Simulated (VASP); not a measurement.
Ir:

```
Ir
1.0
     2.75138    0.00000    0.00000
    -1.37569    2.38276    0.00000
     0.00000    0.00000    4.46229
Ir
2
Direct
  0.33333 0.66667 0.25000
  0.66667 0.33333 0.75000
```

| Item | Value |
| --- | --- |
| Program | VASP 6.6.1 |
| Task | relaxation of cell and atoms |
| Functional | BLYP |
| Potentials or basis | VASP PAW PBE potentials, release 64 (Ir_sv_GW) |
| Cutoff | 500 eV |
| k mesh | 11 × 11 × 6 |
| Occupations | fermi-dirac, width 0.05 eV |
| Spin | no spin polarisation |

At the start: pressure 14.0 GPa; volume 14.63 Å³/atom.

Where does the relaxation end?

Over 9 steps the energy falls by 26.2 meV/atom and the volume is 15.25 Å³/atom (+4.3 %); space group P6_3/mmc (No. 194, to 0.05 Å).

Step by step:
```
step  energy change (eV)  largest force (eV/Å)  pressure (GPa)  volume (Å³)
   1              0.0000                0.0000           13.99        29.25
   2              0.4056                0.0000          -28.02        35.00
   3             -0.0522                0.0000           -0.75        30.58
   4             -0.0524                0.0000           -0.05        30.51
   5             -0.0524                0.0000            0.20        30.49
   6             -0.0524                0.0000            0.19        30.49
   7             -0.0524                0.0000            0.19        30.49
   8             -0.0524                0.0000           -0.13        30.52
   9             -0.0524                0.0000           -0.01        30.51
```

Final structure:
```cif
data_structure
_symmetry_space_group_name_H-M 'P 1'
_symmetry_Int_Tables_number 1
_cell_length_a 2.7911
_cell_length_b 2.7911
_cell_length_c 4.5220
_cell_angle_alpha 90.000
_cell_angle_beta 90.000
_cell_angle_gamma 120.000
_cell_volume 30.51
loop_
_atom_site_label
_atom_site_type_symbol
_atom_site_fract_x
_atom_site_fract_y
_atom_site_fract_z
_atom_site_occupancy
Ir1 Ir 0.33333 0.66667 0.25000 1
Ir2 Ir 0.66667 0.33333 0.75000 1
```

Caveat: the PAW data sets were made with another functional, which shifts forces and pressure a little.
